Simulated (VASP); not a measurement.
Here is a VASP 6.6.1 calculation.

INCAR

```
ALGO = Normal
EDIFF = 1E-6
EDIFFG = -0.03
ENCUT = 600
GGA = PS
IBRION = 2
ISIF = 3
ISMEAR = 0
LASPH = T
LCHARG = F
LREAL = F
LWAVE = F
NELM = 80
NSW = 80
PREC = Accurate
SIGMA = 0.1
```

File KPOINTS:

```
k-points
0
Gamma
  6 6 6
```

Contents of POSCAR:

```
Bi
1.0
    4.7289800000      0.0000000000      0.0000000000
    2.5544918684      3.9796762600      0.0000000000
    2.5544918684      1.3957698785      3.7268820186
Bi
2
Direct
    0.2340000000      0.2340000000      0.2340000000
    0.7660000000      0.7660000000      0.7660000000
```

Potentials or basis: VASP PAW PBE potentials, release 64 (Bi_d).

The run is started by

```console
$ cat potpaw_PBE.64/Bi_d/POTCAR > POTCAR
$ mpirun -np 1 vasp_std > vasp.out
```

Problem. Predict the relaxed volume.

Solution. 34.75 Å³/atom.

Problem. Predict the space group after relaxing (to 0.1 Å).

Solution. R-3m (No. 166).

Problem. Estimate the band gap on the k mesh.

Solution. Zero (bands 15 and 16 overlap by 0.18 eV).

Final structure:
```yaml
crystal:
  lattice:
    - [4.71918, 0.00483, 0.00335]
    - [2.55326, 3.96883, 0.00335]
    - [2.55326, 1.39510, 3.71555]
  atoms:
    - { symbol: Bi, position: [0.23484, 0.23484, 0.23484] }
    - { symbol: Bi, position: [0.76516, 0.76516, 0.76516] }
```

Caveat: the PAW data sets were made with another functional, which shifts forces and pressure a little; spin-orbit coupling is left out, which moves the levels of the heavy elements.
